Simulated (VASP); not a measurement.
# NbC (Fm-3m) in VASP: a series of runs, part 2 of 2

VASP 6.6.1. The steps go on from the part before.

## (3) Single point, PBEsol+D3(BJ) (volume scaled by 1.04)

The input, INCAR:

```
ALGO = Normal ; EDIFF = 1E-6
ENCUT = 600 ; GGA = PS
GGA_COMPAT = F ; ISIF = 2
ISMEAR = 0 ; IVDW = 12
LASPH = T ; LCHARG = T
LELF = T ; LREAL = F
LVHAR = T ; LWAVE = F
NBANDS = 16 ; NELM = 120
PREC = Accurate ; SIGMA = 0.05
```

The input, KPOINTS:

```
k-points
0
Gamma
  10 10 10
```

The input, POSCAR:

```
NbC
1.0
    0.0000000000      2.2377948120      2.2377948120
    2.2377948120      0.0000000000      2.2377948120
    2.2377948120      2.2377948120      0.0000000000
Nb C
1 1
Direct
    0.0000000000      0.0000000000      0.0000000000
    0.5000000000      0.5000000000      0.5000000000
```

Potentials or basis: VASP PAW PBE potentials, release 64 (Nb_sv, C).

Launch:

```bash
$ cat potpaw_PBE.64/Nb_sv/POTCAR potpaw_PBE.64/C/POTCAR > POTCAR
$ mpirun -np 1 vasp_std > vasp.out
```

OUTCAR:

```text
EDIFF = 1E-6
   ENCUT = 600
   GGA = PS
   ISIF = 2
   ISMEAR = 0
   IVDW = 12
   LASPH = T
   LREAL = F
   NELM = 120
   PREC = Accurate
 IVDW          = 12

 ion  position               nearest neighbor table
   1  0.000  0.000  0.000-   2 2.24   2 2.24   2 2.24   2 2.24   2 2.24   2 2.24
   2  0.500  0.500  0.500-   1 2.24   1 2.24   1 2.24   1 2.24   1 2.24   1 2.24

  LATTYP: Found a face centered cubic cell.
 ALAT       =     4.4755896240

  Lattice vectors:

 A1 = (   0.0000000000,   2.2377948120,   2.2377948120)
 A2 = (   2.2377948120,   0.0000000000,   2.2377948120)
 A3 = (   2.2377948120,   2.2377948120,   0.0000000000)

Analysis of symmetry for initial positions (statically):
=====================================================================
 Subroutine PRICEL returns:
 Original cell was already a primitive cell.

 Routine SETGRP: Setting up the symmetry group for a
 face centered cubic supercell.

 Subroutine GETGRP returns: Found 48 space group operations
 (whereof 48 operations were pure point group operations)
 out of a pool of 48 trial point group operations.

The static configuration has the point symmetry O_h .

[... 162 lines left out ...]

 val. band max:       12.2261185992   @ k =  -0.4000   0.4000   0.1000
 cond. band min:      12.4864669657   @ k =  -0.2000   0.2000   0.0000
 fundamental gap:      0.2603483665
 Fermi energy:        12.2674400746

 k-point     1 :       0.0000    0.0000    0.0000
  band No.  band energies     occupation
      1     -43.2469      2.00000
      2     -18.9853      2.00000
      3     -18.9853      2.00000
      4     -18.9853      2.00000
      5      -1.0018      2.00000
      6      11.0739      2.00000
[... 433 lines left out ...]
      3     -19.2296      2.00000
      4     -19.2038      2.00000
      5       0.7500      2.00000
      6       7.1975      2.00000
[... 8 lines left out ...]
     15      24.9638      0.00000
     16      27.7310      0.00000

 [... further k-points ...]

------------------------ aborting loop because EDIFF is reached ----------------------------------------

 Edisp (eV)   -0.91891

 E8    (eV) :    -0.6175

  FORCE on cell =-STRESS in cart. coord.  units (eV):
  Direction    XX          YY          ZZ          XY          YZ          ZX
  --------------------------------------------------------------------------------------
  -------------------------------------------------------------------------------------
  Total      -1.77912    -1.77912    -1.77912    -0.00000    -0.00000    -0.00000
  in kB    -127.18214  -127.18214  -127.18214    -0.00000    -0.00000    -0.00000
  external pressure =     -127.18 kB  Pullay stress =        0.00 kB

 VOLUME and BASIS-vectors are now :
 -----------------------------------------------------------------------------
  energy-cutoff  :      600.00
  volume of cell :       22.41
      direct lattice vectors                 reciprocal lattice vectors
     0.000000000  2.237794812  2.237794812    -0.223434248  0.223434248  0.223434248
     2.237794812  0.000000000  2.237794812     0.223434248 -0.223434248  0.223434248
     2.237794812  2.237794812  0.000000000     0.223434248  0.223434248 -0.223434248

 POSITION                                       TOTAL-FORCE (eV/Angst)
 -----------------------------------------------------------------------------------
      0.00000      0.00000      0.00000         0.000000      0.000000      0.000000
      2.23779      2.23779      2.23779        -0.000000     -0.000000     -0.000000
 -----------------------------------------------------------------------------------
    total drift:                               -0.000000      0.000000      0.000000

  FREE ENERGIE OF THE ION-ELECTRON SYSTEM (eV)
  ---------------------------------------------------
  free  energy   TOTEN  =       -22.7816041442 eV

  energy  without entropy=      -22.7808908851  energy(sigma->0) =      -22.78124751
```

OSZICAR:

```text
N       E                     dE             d eps       ncg     rms          rms(c)
DAV:   1     0.153333733954E+03    0.15333E+03   -0.96346E+03  1504   0.119E+03
DAV:   2    -0.180236288040E+02   -0.17136E+03   -0.16079E+03  1752   0.394E+02
DAV:   3    -0.250703422741E+02   -0.70467E+01   -0.68765E+01  2216   0.730E+01
DAV:   4    -0.254433712532E+02   -0.37303E+00   -0.37243E+00  2024   0.151E+01
DAV:   5    -0.254527718443E+02   -0.94006E-02   -0.93960E-02  2144   0.212E+00    0.129E+01
DAV:   6    -0.219850551047E+02    0.34677E+01   -0.73193E+00  2376   0.282E+01    0.363E+00
DAV:   7    -0.218794643652E+02    0.10559E+00   -0.51121E-01  1920   0.692E+00    0.241E+00
DAV:   8    -0.218711797021E+02    0.82847E-02   -0.14627E-01  2456   0.364E+00    0.126E+00
DAV:   9    -0.218625436962E+02    0.86360E-02   -0.25770E-02  2160   0.158E+00    0.323E-01
DAV:  10    -0.218627235564E+02   -0.17986E-03   -0.13359E-03  1824   0.410E-01    0.787E-02
DAV:  11    -0.218626965751E+02    0.26981E-04   -0.89269E-05  2016   0.866E-02    0.208E-02
DAV:  12    -0.218626964745E+02    0.10066E-06   -0.57806E-06  1904   0.205E-02
   1 F= -.22781604E+02 E0= -.22781248E+02  d E =-.713259E-03
```

Run time: 16 s. Hardware: 1 thread of Intel Xeon 6975P-C (Granite Rapids), shared host; peak memory 0.17 GiB.

Results:

```
Free energy                : -22.7816 eV
Pressure                   : -12.7 GPa
Dispersion energy per atom : -0.459 eV
```

Caveat: the cell differs from its parent crystal (volume scaled by 1.04); the PAW data sets were made with another functional, which shifts forces and pressure a little; pairwise dispersion overbinds metals, which lowers pressure and volume.

## (4) Single point, revPBE

This run uses another cell than the first one, of 11.37 Å³/atom, 0.989 times its volume.

The input, INCAR:

```
SYSTEM = NbC
  ALGO = Normal
  EDIFF = 1E-6
  ENCUT = 600
  GGA = RE
  GGA_COMPAT = .FALSE.
  ISIF = 2
  ISMEAR = 0
  LASPH = .TRUE.
  LCHARG = .FALSE.
  LREAL = .FALSE.
  LWAVE = .FALSE.
  NBANDS = 16
  NELM = 120
  PREC = Accurate
  SIGMA = 0.05
```

The input, KPOINTS:

```
k-points
0
G
  10 10 10
  0 0 0
```

The input, POSCAR:

```
NbC
1.0
    0.0000000000      2.2487533527      2.2487533527
    2.2487533527      0.0000000000      2.2487533527
    2.2487533527      2.2487533527      0.0000000000
Nb C
1 1
Direct
    0.0000000000      0.0000000000      0.0000000000
    0.5000000000      0.5000000000      0.5000000000
```

Launch:

```bash
$ cat potpaw_PBE.64/Nb_sv/POTCAR potpaw_PBE.64/C/POTCAR > POTCAR
$ mpirun -np 1 vasp_std > vasp.out
```

It took 12 s on 1 thread of Intel Xeon 6975P-C (Granite Rapids), shared host; peak memory 0.17 GiB.

The run converged. Its results:

* Free energy: -19.7413 eV
* Pressure: -0.6 GPa

Levels at points of the mesh, in eV from the Fermi level:
| k point | band 5 | band 6 | band 7 | band 8 | band 9 | band 10 | band 11 | band 12 | band 13 | band 14 |
| --- | --- | --- | --- | --- | --- | --- | --- | --- | --- | --- |
| (0.00, 0.00, 0.00) | -13.26 | -1.14 | -1.14 | -1.14 | -0.07 | -0.07 | -0.07 | 0.46 | 0.46 | 7.52 |
| (0.50, 0.00, 0.00) | -9.71 | -7.31 | -4.89 | -4.89 | 2.20 | 2.20 | 3.60 | 5.85 | 8.86 | 8.86 |
| (0.50, 0.50, 0.00) | -11.90 | -3.94 | -3.73 | -1.18 | -1.18 | 2.05 | 3.26 | 3.26 | 6.36 | 9.89 |

Caveat: the PAW data sets were made with another functional, which shifts forces and pressure a little.

## (5) The runs side by side

```tsv
level	cell	gap on the mesh (eV)	pressure (GPa)
PBE+D3(BJ)	a = 3.192 Å, angles 60.0°, 2 atoms	none	-13.1
PBEsol+D3(BJ)	a = 3.165 Å, angles 60.0°, 2 atoms	none	-12.7
revPBE	a = 3.180 Å, angles 60.0°, 2 atoms	none	-0.6
```

Alike in all rows: task single point; potentials or basis VASP PAW PBE potentials, release 64 (Nb_sv, C); no spin polarisation; k mesh 10 × 10 × 10; cutoff (eV) 600; smearing gaussian 0.05 eV.

Caveats: pairwise dispersion overbinds metals, which lowers pressure and volume (some runs); the PAW data sets were made with another functional, which shifts forces and pressure a little (some runs); three body term missing (some runs).

Absolute energies hang on the potentials; compare differences alone.
